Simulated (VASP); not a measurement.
# In3As (Pm-3m) in VASP: notebook, part 2 of 2

VASP 6.6.1. The steps go on from the part before.

## Step 4: Single point, PBEsol

This run uses another cell than the first one, of 23.96 Å³/atom, 0.940 times its volume.

INCAR reads:

```
PREC = Accurate
ENCUT = 520
EDIFF = 1E-6
ISMEAR = -1
SIGMA = 0.05
LREAL = F
LASPH = T
NELM = 80
ALGO = Normal
ISIF = 2
LWAVE = F
LCHARG = F
GGA = PS
NBANDS = 30
```

KPOINTS reads:

```
regular mesh
0
Gamma
  6 6 6
```

POSCAR reads:

```
In3As
1.0
    4.5763138120      0.0000000000      0.0000000000
    0.0000000000      4.5763138120      0.0000000000
    0.0000000000      0.0000000000      4.5763138120
In As
3 1
Direct
    0.5000000000      0.5000000000      0.0000000000
    0.5000000000      0.0000000000      0.5000000000
    0.0000000000      0.5000000000      0.5000000000
    0.0000000000      0.0000000000      0.0000000000
```

On the command line:

```sh
cat potpaw_PBE.64/In_d/POTCAR potpaw_PBE.64/As/POTCAR > POTCAR
mpirun -np 1 vasp_std > vasp.out
```

Wall time 26 s (1 thread of Intel Xeon 6975P-C (Granite Rapids), shared host); peak memory 0.21 GiB.

Results (log left out):

```yaml
Free_energy: -13.7561 eV
Pressure: 0.4 GPa
Band_gap_on_the_k_mesh: zero (band 22 reaches 7.77 eV, above the bottom of band 23 at 3.52 eV)
```

Levels at points of the mesh, in eV from the Fermi level:
| k point | band 19 | band 20 | band 21 | band 22 | band 23 | band 24 | band 25 | band 26 |
| --- | --- | --- | --- | --- | --- | --- | --- | --- |
| (0.00, 0.00, 0.00) | -3.10 | -3.10 | -1.79 | -1.79 | 2.17 | 2.17 | 2.17 | 4.71 |
| (0.50, 0.00, 0.00) | -1.71 | -1.71 | -1.00 | -0.13 | -0.13 | 0.01 | 1.38 | 4.92 |
| (0.50, 0.50, 0.00) | -6.07 | -0.81 | -0.42 | 0.58 | 0.58 | 1.91 | 1.94 | 1.94 |
| (0.50, 0.50, 0.50) | -4.27 | -4.26 | -4.26 | -4.26 | -3.63 | 5.01 | 5.01 | 5.01 |

Caveat: the PAW data sets were made with another functional, which shifts forces and pressure a little; spin-orbit coupling is left out, which moves the levels of the heavy elements.

## Step 5: Single point, PBEsol

This run uses another cell than the first one, of 24.47 Å³/atom, 0.960 times its volume.

INCAR reads:

```
SYSTEM = In3As
PREC = Accurate ; ENCUT = 520
EDIFF = 1E-6 ; ISMEAR = -1
SIGMA = 0.05 ; LREAL = .FALSE.
LASPH = .TRUE. ; NELM = 60
ALGO = Fast ; ISIF = 2
LWAVE = .FALSE. ; LCHARG = .FALSE.
GGA = PS ; NBANDS = 30
```

KPOINTS reads:

```
Automatic mesh
0
G
  6 6 6
  0 0 0
```

POSCAR reads:

```
In3As
1.0
    4.6085424358      0.0000000000      0.0000000000
    0.0000000000      4.6085424358      0.0000000000
    0.0000000000      0.0000000000      4.6085424358
In As
3 1
Direct
    0.5000000000      0.5000000000      0.0000000000
    0.5000000000      0.0000000000      0.5000000000
    0.0000000000      0.5000000000      0.5000000000
    0.0000000000      0.0000000000      0.0000000000
```

On the command line:

```sh
cat potpaw_PBE.64/In_d/POTCAR potpaw_PBE.64/As/POTCAR > POTCAR
mpirun -np 1 vasp_std > vasp.out
```

It took 30 s on 1 thread of Intel Xeon 6975P-C (Granite Rapids), shared host; peak memory 0.22 GiB.

Results (log left out):

- Free energy: -13.7549 eV
- Pressure: -0.7 GPa
- Band gap on the k mesh: zero (band 22 reaches 7.48 eV, above the bottom of band 23 at 3.37 eV)

Levels at points of the mesh, in eV from the Fermi level:
```
           k point  band 19  band 20  band 21  band 22  band 23  band 24  band 25  band 26
(0.00, 0.00, 0.00)    -3.00    -3.00    -1.82    -1.82     2.15     2.15     2.15     4.67
(0.50, 0.00, 0.00)    -1.65    -1.65    -1.06    -0.09    -0.09     0.03     1.42     4.85
(0.50, 0.50, 0.00)    -5.97    -0.77    -0.40     0.55     0.55     1.87     1.95     1.95
(0.50, 0.50, 0.50)    -4.23    -4.15    -4.15    -4.15    -3.52     4.92     4.92     4.92
```

Caveat: the PAW data sets were made with another functional, which shifts forces and pressure a little; spin-orbit coupling is left out, which moves the levels of the heavy elements.

## Step 6: Single point, PBEsol

This run uses another cell than the first one, of 24.98 Å³/atom, 0.980 times its volume.

INCAR reads:

```
  PREC = Accurate
  ENCUT = 520
  EDIFF = 1E-6
  ISMEAR = -1
  SIGMA = 0.05
  LREAL = False
  LASPH = True
  NELM = 60
  ALGO = Fast
  ISIF = 2
  LWAVE = False
  LCHARG = False
  GGA = PS
  NBANDS = 30
```

KPOINTS reads:

```
regular mesh
0
Gamma
  6 6 6
```

POSCAR reads:

```
In3As
1.0
    4.6403264915      0.0000000000      0.0000000000
    0.0000000000      4.6403264915      0.0000000000
    0.0000000000      0.0000000000      4.6403264915
In As
3 1
Direct
    0.5000000000      0.5000000000      0.0000000000
    0.5000000000      0.0000000000      0.5000000000
    0.0000000000      0.5000000000      0.5000000000
    0.0000000000      0.0000000000      0.0000000000
```

Potentials or basis: VASP PAW PBE potentials, release 64 (In_d, As).

On the command line:

```sh
cat potpaw_PBE.64/In_d/POTCAR potpaw_PBE.64/As/POTCAR > POTCAR
mpirun -np 1 vasp_std > vasp.out
```

OUTCAR:

```text
PREC = Accurate
   ENCUT = 520
   EDIFF = 1E-6
   ISMEAR = -1
   LREAL = False
   LASPH = True
   NELM = 60
   ISIF = 2
   GGA = PS

 ion  position               nearest neighbor table
   1  0.500  0.500  0.000-   2 3.28   3 3.28   4 3.28   2 3.28   3 3.28   2 3.28   4 3.28   2 3.28
                             3 3.28   4 3.28   3 3.28   4 3.28
   2  0.500  0.000  0.500-   1 3.28   3 3.28   4 3.28   1 3.28   4 3.28   1 3.28   3 3.28   1 3.28
                             3 3.28   4 3.28   4 3.28   3 3.28
   3  0.000  0.500  0.500-   1 3.28   2 3.28   4 3.28   1 3.28   4 3.28   2 3.28   4 3.28   4 3.28
[... 858 lines left out ...]
  --------------------------------------------------------------------------------------
  -------------------------------------------------------------------------------------
  Total       -0.9771647     -0.9771647     -0.9771647      0.0000000     -0.0000000     -0.0000000
  in kB      -15.6686914    -15.6686914    -15.6686914      0.0000000     -0.0000000     -0.0000000
  external PRESSURE =     -15.6686914 kB  Pullay stress =       0.0000000 kB

 VOLUME and BASIS-vectors are now :
 -----------------------------------------------------------------------------
  energy-cutoff  :      520.00
  volume of cell :       99.92
      direct lattice vectors                 reciprocal lattice vectors
     4.640326491  0.000000000  0.000000000     0.215502078  0.000000000  0.000000000
     0.000000000  4.640326491  0.000000000     0.000000000  0.215502078  0.000000000
     0.000000000  0.000000000  4.640326491     0.000000000  0.000000000  0.215502078

 POSITION                                       TOTAL-FORCE (eV/Angst)
 -----------------------------------------------------------------------------------
      2.32016      2.32016      0.00000         0.000000      0.000000      0.000000
      2.32016      0.00000      2.32016         0.000000      0.000000      0.000000
      0.00000      2.32016      2.32016         0.000000      0.000000      0.000000
      0.00000      0.00000      0.00000         0.000000      0.000000      0.000000
 -----------------------------------------------------------------------------------
    total drift:                                0.000000      0.000000      0.000000

  FREE ENERGIE OF THE ION-ELECTRON SYSTEM (eV)
  ---------------------------------------------------
  free  energy   TOTEN  =       -13.7412608431 eV

  energy  without entropy=      -13.7254705943  energy(sigma->0) =      -13.73336572
```

stdout:

```text
POSCAR found type information on POSCAR InAs
 POSCAR found :  2 types and       4 ions
 scaLAPACK will be used
 -----------------------------------------------------------------------------
|                                                                             |
|                                                                             |
|     You enforced a specific xc type in the INCAR file but a different       |
|     I HOPE YOU KNOW WHAT YOU ARE DOING!                                     |
|                                                                             |
 -----------------------------------------------------------------------------

 LDA part: xc-table for (Slater+PW92), standard interpolation
 POSCAR, INCAR and KPOINTS ok, starting setup
 FFT: planning ... GRIDC
 FFT: planning ... GRID_SOFT
 FFT: planning ... GRID
 WAVECAR not read
 entering main loop
```

Wall time 27 s (1 thread of Intel Xeon 6975P-C (Granite Rapids), shared host); peak memory 0.22 GiB.

What came out:

* Free energy: -13.7413 eV
* Pressure: -1.6 GPa
* Band gap on the k mesh: zero (band 22 reaches 7.21 eV, above the bottom of band 23 at 3.23 eV)

Levels at points of the mesh, in eV from the Fermi level:
| k point | band 20 | band 21 | band 22 | band 23 | band 24 | band 25 |
| --- | --- | --- | --- | --- | --- | --- |
| (0.00, 0.00, 0.00) | -2.91 | -1.84 | -1.84 | 2.13 | 2.13 | 2.13 |
| (0.50, 0.00, 0.00) | -1.59 | -1.12 | -0.05 | -0.05 | 0.04 | 1.46 |
| (0.50, 0.50, 0.00) | -0.74 | -0.38 | 0.51 | 0.51 | 1.82 | 1.96 |
| (0.50, 0.50, 0.50) | -4.03 | -4.03 | -4.03 | -3.43 | 4.83 | 4.83 |

Caveat: the PAW data sets were made with another functional, which shifts forces and pressure a little; spin-orbit coupling is left out, which moves the levels of the heavy elements.

## Step 7: Summary

| level | cell | smearing | gap on the mesh (eV) | pressure (GPa) |
| --- | --- | --- | --- | --- |
| RPBE | a = 4.672 Å, 4 atoms | gaussian 0.02 eV | none | 2.2 |
| PBE | a = 4.672 Å, 4 atoms | gaussian 0.02 eV | none | 0.5 |
| PBEsol | a = 4.576 Å, 4 atoms | fermi-dirac 0.05 eV | none | 0.4 |
| PBEsol | a = 4.609 Å, 4 atoms | fermi-dirac 0.05 eV | none | -0.7 |
| PBEsol | a = 4.640 Å, 4 atoms | fermi-dirac 0.05 eV | none | -1.6 |

Alike in all rows: task single point; potentials or basis VASP PAW PBE potentials, release 64 (In_d, As); no spin polarisation; k mesh 6 × 6 × 6; cutoff (eV) 520.

Caveats: spin-orbit coupling is left out, which moves the levels of the heavy elements; the PAW data sets were made with another functional, which shifts forces and pressure a little (some runs).

Total energies depend on the potentials used, so only differences within one code and one set of settings carry meaning.
